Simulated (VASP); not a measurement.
# Sn (Fd-3m) in VASP: single point with PBE

Aim: the single point of Sn with PBE.

All numbers are computed with VASP 6.6.1; they aren't measurements. Logs are shortened: lines on timing, memory, paths and dates and some standing lists are left out, and cuts for length are marked.

## 1. The cell of the first run

Symmetry: Fd-3m, No. 227, cubic system. Conventional cell: a = 6.569 Å, b = 6.569 Å, c = 6.569 Å, α = 90.00°, β = 90.00°, γ = 90.00°. Within 3.7 Å of Sn (site symmetry -43m) lie 4 Sn at 2.84 Å.

## 2. Single point, PBE

Contents of INCAR:

```
SYSTEM = Sn
ALGO     = Normal         ! electronic algorithm
EDIFF    = 1E-6           ! SCF threshold, eV
ENCUT    = 520            ! plane-wave cutoff, eV
GGA      = PE             ! functional
ISIF     = 2              ! what is computed and relaxed
ISMEAR   = -1             ! smearing method
LASPH    = .TRUE.         ! aspherical terms in the spheres
LCHARG   = .FALSE.        ! write CHGCAR
LREAL    = .FALSE.        ! projectors in reciprocal space
LWAVE    = .FALSE.        ! write WAVECAR
NBANDS   = 21             ! bands
NELM     = 60             ! most SCF steps
PREC     = Accurate       ! precision mode
SIGMA    = 0.02           ! smearing width, eV
```

Contents of KPOINTS:

```
k-points
0
G
  6 6 6
  0 0 0
```

Contents of POSCAR:

```
Sn
1.0
    0.0000000000      3.2844597788      3.2844597788
    3.2844597788      0.0000000000      3.2844597788
    3.2844597788      3.2844597788      0.0000000000
Sn
2
Direct
    0.0000000000      0.0000000000      0.0000000000
    0.2500000000      0.2500000000      0.2500000000
```

Potentials or basis: VASP PAW PBE potentials, release 64 (Sn_d).

On the command line:

```console
$ cat potpaw_PBE.64/Sn_d/POTCAR > POTCAR
$ mpirun -np 1 vasp_std > vasp.out
```

OUTCAR:

```text
SYSTEM = Sn
   EDIFF = 1E-6
   ENCUT = 520
   GGA = PE
   ISIF = 2
   ISMEAR = -1
   LASPH = .TRUE.
   LREAL = .FALSE.
   NELM = 60
   PREC = Accurate

 ion  position               nearest neighbor table
   1  0.000  0.000  0.000-   2 2.84   2 2.84   2 2.84   2 2.84
   2  0.250  0.250  0.250-   1 2.84   1 2.84   1 2.84   1 2.84

  LATTYP: Found a face centered cubic cell.
 ALAT       =     6.5689195576

  Lattice vectors:

 A1 = (   0.0000000000,   3.2844597788,   3.2844597788)
 A2 = (   3.2844597788,   0.0000000000,   3.2844597788)
 A3 = (   3.2844597788,   3.2844597788,   0.0000000000)

Analysis of symmetry for initial positions (statically):
=====================================================================
 Subroutine PRICEL returns:
 Original cell was already a primitive cell.

 Routine SETGRP: Setting up the symmetry group for a
 face centered cubic supercell.

 Subroutine GETGRP returns: Found 48 space group operations
 (whereof 24 operations were pure point group operations)
 out of a pool of 48 trial point group operations.

The static configuration has the point symmetry T_d .
 The point group associated with its full space group is O_h .

Analysis of symmetry for dynamics (positions and initial velocities):
=====================================================================
 Subroutine PRICEL returns:
 Original cell was already a primitive cell.

 Routine SETGRP: Setting up the symmetry group for a
 face centered cubic supercell.

 Subroutine GETGRP returns: Found 48 space group operations
 (whereof 24 operations were pure point group operations)
 out of a pool of 48 trial point group operations.

The dynamic configuration has the point symmetry T_d .
 The point group associated with its full space group is O_h .

 Subroutine INISYM returns: Found 48 space group operations
 (whereof 24 operations are pure point group operations),
 and found     1 'primitive' translations

----------------------------------------------------------------------------------------

                                     Primitive cell

  volume of cell :      70.8634

  direct lattice vectors                    reciprocal lattice vectors
     0.000000000  3.284459779  3.284459779    -0.152232036  0.152232036  0.152232036
     3.284459779  0.000000000  3.284459779     0.152232036 -0.152232036  0.152232036
[... 69 lines left out ...]
   ICHARG =      2    charge: 1-file 2-atom 10-const
   ISPIN  =      1    spin polarized calculation?
   LNONCOLLINEAR =      F non collinear calculations
   LSORBIT =      F    spin-orbit coupling
   LASPH  =      T    aspherical Exc in radial PAW
   ENCUT  =  520.0 eV  38.22 Ry    6.18 a.u.   8.64  8.64  8.64*2*pi/ulx,y,z
   NELM   =     60;   NELMIN=  2; NELMDL= -5     # of ELM steps
   EDIFF  = 0.1E-05   stopping-criterion for ELM
   LREAL  =      F    real-space projection
   EDIFFG = 0.1E-04   stopping-criterion for IOM
   NSW    =      0    number of steps for IOM
   IBRION =     -1    ionic relax: 0-MD 1-quasi-New 2-CG
   NFREE  =      0    steps in history (QN), initial steepest desc. (CG)
   ISIF   =      2    stress and relaxation
   ISYM   =      2    0-nonsym 1-usesym 2-fastsym
   POTIM  = 0.5000    time-step for ionic-motion
   TEBEG  =    0.0;   TEEND  =   0.0 temperature during run
   PSTRESS=    0.0 pullay stress
   NELECT =      28.0000    total number of electrons
   NUPDOWN=      -1.0000    fix difference up-down
   EMIN   =  10.00;   EMAX   =-10.00  energy-range for DOS
   EFERMI =   0.00;   METHOD = LEGACY
   ISMEAR =    -1;   SIGMA  =   0.02  broadening in eV -4-tet -1-fermi 0-gaus
   EFERMI_NEDOS =   21; number of points for ismear=-14 and -15
   IALGO  =     38    algorithm
   IMIX   =      4    mixing-type and parameters
     AMIX     =   0.40;   BMIX     =  1.00
     AMIX_MAG =   1.60;   BMIX_MAG =  1.00
  volume/ion in A,a.u.               =      35.43       239.10
  Fermi-wavevector in a.u.,A,eV,Ry     =   1.201306  2.270139 19.635051  1.443136
  Thomas-Fermi vector in A             =   2.337118
   LORBIT       =      0    0 simple, 1 ext, 2 COOP (PROOUT), +10 PAW based schemes
   GGA     = PE    functional components
   LHFCALC =     F    Hartree Fock is set to
   AEXX    =    0.0000 exact exchange contribution
   IVDW    =     0    specifies the selected vdW correction
   LEPSILON=     F    determine dielectric tensor
   LRPA    =     F    only Hartree local field effects (RPA)
 non-spin polarized calculation
  energy-cutoff  :      520.00
  volume of cell :       70.86
 maximum number of plane-waves:      1932
 NGX is ok and might be reduce to    36
   NGX = 17   NGY = 17   NGZ = 17

 number of electron      27.9999984 magnetization

 Free energy of the ion-electron system (eV)
  ---------------------------------------------------
  ext. energy  EPLUGINS =         0.00000000
  ---------------------------------------------------
  free energy    TOTEN  =        -7.64664599 eV

  energy without entropy =       -7.64612787  energy(sigma->0) =       -7.64638693

 E-fermi :   5.1932     XC(G=0):  -8.7109

 val. band max:        4.9352981484   @ k =   0.1667   0.0000   0.0000
 cond. band min:       5.1932445509   @ k =   0.5000   0.0000   0.0000
 fundamental gap:      0.2579464026
 Fermi energy:         5.1931923580

 k-point     1 :       0.0000    0.0000    0.0000
  band No.  band energies     occupation
      1     -16.3436      2.00000
      2     -16.3436      2.00000
      3     -16.3436      2.00000
      4     -16.2891      2.00000
      5     -16.2891      2.00000
      6     -16.0086      2.00000
[... 373 lines left out ...]
     20      14.1113      0.00000
     21      15.3401      0.00000

------------------------ aborting loop because EDIFF is reached ----------------------------------------

  FORCE on cell =-STRESS in cart. coord.  units (eV):
  Direction    XX          YY          ZZ          XY          YZ          ZX
  --------------------------------------------------------------------------------------
  -------------------------------------------------------------------------------------
  Total        0.6818386      0.6818386      0.6818386     -0.0000000      0.0000000     -0.0000000
  in kB       15.4159515     15.4159515     15.4159515     -0.0000000      0.0000000     -0.0000000
  external PRESSURE =      15.4159515 kB  Pullay stress =       0.0000000 kB

 VOLUME and BASIS-vectors are now :
 -----------------------------------------------------------------------------
  energy-cutoff  :      520.00
  volume of cell :       70.86
      direct lattice vectors                 reciprocal lattice vectors
     0.000000000  3.284459779  3.284459779    -0.152232036  0.152232036  0.152232036
     3.284459779  0.000000000  3.284459779     0.152232036 -0.152232036  0.152232036
     3.284459779  3.284459779  0.000000000     0.152232036  0.152232036 -0.152232036

 POSITION                                       TOTAL-FORCE (eV/Angst)
 -----------------------------------------------------------------------------------
      0.00000      0.00000      0.00000        -0.000000      0.000000     -0.000000
      1.64223      1.64223      1.64223         0.000000     -0.000000      0.000000
 -----------------------------------------------------------------------------------
    total drift:                                0.000000      0.000000      0.000000

  FREE ENERGIE OF THE ION-ELECTRON SYSTEM (eV)
  ---------------------------------------------------
  free  energy   TOTEN  =        -7.6466459853 eV

  energy  without entropy=       -7.6461278667  energy(sigma->0) =       -7.64638693
```

stdout:

```text
POSCAR found type information on POSCAR Sn
 POSCAR found :  1 types and       2 ions
 scaLAPACK will be used
 LDA part: xc-table for (Slater+PW92), standard interpolation
 POSCAR, INCAR and KPOINTS ok, starting setup
 FFT: planning ... GRIDC
 FFT: planning ... GRID_SOFT
 FFT: planning ... GRID
 WAVECAR not read
 entering main loop
```

Wall time 43 s (1 thread of AMD EPYC 7R13, shared host); peak memory 0.17 GiB.

Results:

- Free energy: -7.6466 eV
- Pressure: 1.5 GPa
- Band gap on the k mesh: zero (band 14 reaches 5.36 eV, above the bottom of band 15 at 5.19 eV)

Levels at points of the mesh, in eV from the Fermi level:
```tsv
k point	band 12	band 13	band 14	band 15	band 16	band 17
(0.00, 0.00, 0.00)	-0.81	0.16	0.16	0.16	2.23	2.23
(0.50, 0.00, 0.00)	-6.09	-0.99	-0.99	0.00	3.29	3.29
(0.50, 0.50, 0.00)	-7.31	-2.27	-2.27	0.94	0.94	7.57
```

Caveat: spin-orbit coupling is left out, which moves the levels of the heavy elements.
